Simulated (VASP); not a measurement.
# Si (Fd-3m) in VASP: single point with PBE

Aim: the single point of Si with PBE.

Everything below comes from runs of VASP 6.6.1. Logs are shortened: lines on timing, memory, paths and dates and some standing lists are left out, and cuts for length are marked.

**1. The cell of the first run**

It takes space group Fd-3m (No. 227, cubic). Conventional cell: a = 5.469 Å, b = 5.469 Å, c = 5.469 Å, α = 90.00°, β = 90.00°, γ = 90.00°. Si (site symmetry -43m) has 4 Si at 2.37 Å within 3.1 Å.

**2. Single point, PBE**

INCAR

```
SYSTEM = Si
PREC = Accurate ; ENCUT = 500
EDIFF = 1E-6 ; ISMEAR = 0
SIGMA = 0.02 ; LREAL = .False.
LASPH = .True. ; NELM = 120
ALGO = Normal ; ISIF = 2
LWAVE = .False. ; LCHARG = .False.
GGA = PE ; NBANDS = 11
GGA_COMPAT = .False.
```

KPOINTS

```
regular mesh
0
Gamma
  10 10 10
  0 0 0
```

POSCAR

```
Si
1.0
    0.0000000000      2.7345931058      2.7345931058
    2.7345931058      0.0000000000      2.7345931058
    2.7345931058      2.7345931058      0.0000000000
Si
2
Direct
    0.0000000000      0.0000000000      0.0000000000
    0.2500000000      0.2500000000      0.2500000000
```

Potentials or basis: VASP PAW PBE potentials, release 64 (Si).

On the command line:

```console
cat potpaw_PBE.64/Si/POTCAR > POTCAR
mpirun -np 1 vasp_std > vasp.out
```

OUTCAR:

```text
SYSTEM = Si
   PREC = Accurate
   ENCUT = 500
   EDIFF = 1E-6
   ISMEAR = 0
   LREAL = .False.
   LASPH = .True.
   NELM = 120
   ISIF = 2
   GGA = PE

 ion  position               nearest neighbor table
   1  0.000  0.000  0.000-   2 2.37   2 2.37   2 2.37   2 2.37
   2  0.250  0.250  0.250-   1 2.37   1 2.37   1 2.37   1 2.37

  LATTYP: Found a face centered cubic cell.
 ALAT       =     5.4691862116

  Lattice vectors:

 A1 = (   0.0000000000,   2.7345931058,   2.7345931058)
 A2 = (   2.7345931058,   0.0000000000,   2.7345931058)
 A3 = (   2.7345931058,   2.7345931058,   0.0000000000)

Analysis of symmetry for initial positions (statically):
=====================================================================
 Subroutine PRICEL returns:
 Original cell was already a primitive cell.

 Routine SETGRP: Setting up the symmetry group for a
 face centered cubic supercell.

 Subroutine GETGRP returns: Found 48 space group operations
 (whereof 24 operations were pure point group operations)
 out of a pool of 48 trial point group operations.

The static configuration has the point symmetry T_d .
 The point group associated with its full space group is O_h .

Analysis of symmetry for dynamics (positions and initial velocities):
=====================================================================
 Subroutine PRICEL returns:
 Original cell was already a primitive cell.

 Routine SETGRP: Setting up the symmetry group for a
 face centered cubic supercell.

 Subroutine GETGRP returns: Found 48 space group operations
 (whereof 24 operations were pure point group operations)
 out of a pool of 48 trial point group operations.

The dynamic configuration has the point symmetry T_d .
 The point group associated with its full space group is O_h .

 Subroutine INISYM returns: Found 48 space group operations
 (whereof 24 operations are pure point group operations),
 and found     1 'primitive' translations

----------------------------------------------------------------------------------------

                                     Primitive cell

  volume of cell :      40.8986

  direct lattice vectors                    reciprocal lattice vectors
     0.000000000  2.734593106  2.734593106    -0.182842559  0.182842559  0.182842559
     2.734593106  0.000000000  2.734593106     0.182842559 -0.182842559  0.182842559
     2.734593106  2.734593106  0.000000000     0.182842559  0.182842559 -0.182842559

  length of vectors
     3.867298658  3.867298658  3.867298658     0.316692601  0.316692601  0.316692601

  position of ions in fractional coordinates (direct lattice)
[... 83 lines left out ...]
   IBRION =     -1    ionic relax: 0-MD 1-quasi-New 2-CG
   NFREE  =      0    steps in history (QN), initial steepest desc. (CG)
   ISIF   =      2    stress and relaxation
   ISYM   =      2    0-nonsym 1-usesym 2-fastsym
   POTIM  = 0.5000    time-step for ionic-motion
   TEBEG  =    0.0;   TEEND  =   0.0 temperature during run
   PSTRESS=    0.0 pullay stress
   NELECT =       8.0000    total number of electrons
   NUPDOWN=      -1.0000    fix difference up-down
   EMIN   =  10.00;   EMAX   =-10.00  energy-range for DOS
   EFERMI =   0.00;   METHOD = LEGACY
   ISMEAR =     0;   SIGMA  =   0.02  broadening in eV -4-tet -1-fermi 0-gaus
   EFERMI_NEDOS =   21; number of points for ismear=-14 and -15
   IALGO  =     38    algorithm
   IMIX   =      4    mixing-type and parameters
     AMIX     =   0.40;   BMIX     =  1.00
     AMIX_MAG =   1.60;   BMIX_MAG =  1.00
  volume/ion in A,a.u.               =      20.45       138.00
  Fermi-wavevector in a.u.,A,eV,Ry     =   0.950318  1.795840 12.287470  0.903104
  Thomas-Fermi vector in A             =   2.078683
   LORBIT       =      0    0 simple, 1 ext, 2 COOP (PROOUT), +10 PAW based schemes
   GGA     = PE    functional components
   LHFCALC =     F    Hartree Fock is set to
   AEXX    =    0.0000 exact exchange contribution
   IVDW    =     0    specifies the selected vdW correction
   LEPSILON=     F    determine dielectric tensor
   LRPA    =     F    only Hartree local field effects (RPA)
 non-spin polarized calculation
 Gauss-broadening in eV      SIGMA  =   0.02
  energy-cutoff  :      500.00
  volume of cell :       40.90
 maximum number of plane-waves:      1056
   NGX = 15   NGY = 15   NGZ = 15

 number of electron       8.0000000 magnetization

 Free energy of the ion-electron system (eV)
  ---------------------------------------------------
  ext. energy  EPLUGINS =         0.00000000
  ---------------------------------------------------
  free energy    TOTEN  =       -10.84918687 eV

  energy without entropy =      -10.84918687  energy(sigma->0) =      -10.84918687

 E-fermi :   5.7202     XC(G=0):  -9.3264

 val. band max:        5.6134775488   @ k =   0.0000   0.0000   0.0000
 cond. band min:       6.2317652016   @ k =   0.4000   0.4000   0.0000
 fundamental gap:      0.6182876528
 Fermi energy:         5.7201570184

 k-point     1 :       0.0000    0.0000    0.0000
  band No.  band energies     occupation
      1      -6.1995      2.00000
      2       5.6135      2.00000
      3       5.6135      2.00000
      4       5.6135      2.00000
      5       8.1704      0.00000
      6       8.1704      0.00000
      7       8.1704      0.00000
      8       8.7444      0.00000
      9      13.3226      0.00000
     10      13.3226      0.00000
     11      13.4897      0.00000
[... 309 lines left out ...]
 k-point    24 :       0.4000    0.3000    0.0000
  band No.  band energies     occupation
      1      -4.0773      2.00000
      2       0.2212      2.00000
      3       2.8208      2.00000
      4       3.2303      2.00000
      5       6.6907      0.00000
      6       7.8794      0.00000
      7      12.4675      0.00000
      8      12.6084      0.00000
      9      16.0220      0.00000
     10      16.1520      0.00000
     11      17.6328      0.00000

 [... further k-points ...]
[... 5 lines left out ...]
  --------------------------------------------------------------------------------------
  -------------------------------------------------------------------------------------
  Total       -0.0065972     -0.0065972     -0.0065972     -0.0000000     -0.0000000     -0.0000000
  in kB       -0.2584401     -0.2584401     -0.2584401     -0.0000000     -0.0000000     -0.0000000
  external PRESSURE =      -0.2584401 kB  Pullay stress =       0.0000000 kB

 VOLUME and BASIS-vectors are now :
 -----------------------------------------------------------------------------
  energy-cutoff  :      500.00
  volume of cell :       40.90
      direct lattice vectors                 reciprocal lattice vectors
     0.000000000  2.734593106  2.734593106    -0.182842559  0.182842559  0.182842559
     2.734593106  0.000000000  2.734593106     0.182842559 -0.182842559  0.182842559
     2.734593106  2.734593106  0.000000000     0.182842559  0.182842559 -0.182842559

 POSITION                                       TOTAL-FORCE (eV/Angst)
 -----------------------------------------------------------------------------------
      0.00000      0.00000      0.00000         0.000000      0.000000      0.000000
      1.36730      1.36730      1.36730        -0.000000     -0.000000     -0.000000
 -----------------------------------------------------------------------------------
    total drift:                                0.000000      0.000000     -0.000000

  FREE ENERGIE OF THE ION-ELECTRON SYSTEM (eV)
  ---------------------------------------------------
  free  energy   TOTEN  =       -10.8491868726 eV

  energy  without entropy=      -10.8491868726  energy(sigma->0) =      -10.84918687
```

OSZICAR:

```text
N       E                     dE             d eps       ncg     rms          rms(c)
DAV:   1     0.614982338603E+01    0.61498E+01   -0.31746E+03  1034   0.553E+02
DAV:   2    -0.104732286455E+02   -0.16623E+02   -0.15902E+02  1390   0.788E+01
DAV:   3    -0.110130097747E+02   -0.53978E+00   -0.53841E+00  1308   0.125E+01
DAV:   4    -0.110172178463E+02   -0.42081E-02   -0.42076E-02  1236   0.143E+00
DAV:   5    -0.110172586975E+02   -0.40851E-04   -0.40851E-04  1316   0.130E-01    0.475E+00
DAV:   6    -0.109013942794E+02    0.11586E+00   -0.65016E-02  1172   0.105E+00    0.289E+00
DAV:   7    -0.108476755168E+02    0.53719E-01   -0.12745E-01  1173   0.158E+00    0.167E-01
DAV:   8    -0.108489476095E+02   -0.12721E-02   -0.57000E-03  1196   0.404E-01    0.794E-02
DAV:   9    -0.108491621504E+02   -0.21454E-03   -0.20929E-04  1267   0.874E-02    0.580E-02
DAV:  10    -0.108491861163E+02   -0.23966E-04   -0.20371E-05  1239   0.261E-02    0.488E-03
DAV:  11    -0.108491868726E+02   -0.75622E-06   -0.21028E-06  1261   0.751E-03
   1 F= -.10849187E+02 E0= -.10849187E+02  d E =-.149054E-16
```

stdout:

```text
POSCAR found type information on POSCAR Si
 POSCAR found :  1 types and       2 ions
 scaLAPACK will be used
 LDA part: xc-table for (Slater+PW92), standard interpolation
 POSCAR, INCAR and KPOINTS ok, starting setup
 FFT: planning ... GRIDC
 FFT: planning ... GRID_SOFT
 FFT: planning ... GRID
 WAVECAR not read
 entering main loop
```

It took 11 s on 1 thread of Intel Xeon 6975P-C (Granite Rapids), shared host; peak memory 0.15 GiB.

Results:

| Property | Result |
| --- | --- |
| Free energy | -10.8492 eV |
| Pressure | 0.0 GPa |
| Band gap on the k mesh | 0.62 eV, indirect (least direct gap 2.56 eV) |

Levels at points of the mesh, in eV from the valence-band top:
| k point | band 1 | band 2 | band 3 | band 4 | band 5 | band 6 | band 7 | band 8 |
| --- | --- | --- | --- | --- | --- | --- | --- | --- |
| (0.00, 0.00, 0.00) | -11.81 | 0.00 | 0.00 | 0.00 | 2.56 | 2.56 | 2.56 | 3.13 |
| (0.50, 0.00, 0.00) | -9.53 | -6.87 | -1.18 | -1.18 | 1.47 | 3.35 | 3.35 | 7.70 |
| (0.50, 0.50, 0.00) | -7.75 | -7.75 | -2.79 | -2.79 | 0.75 | 0.75 | 9.93 | 9.93 |
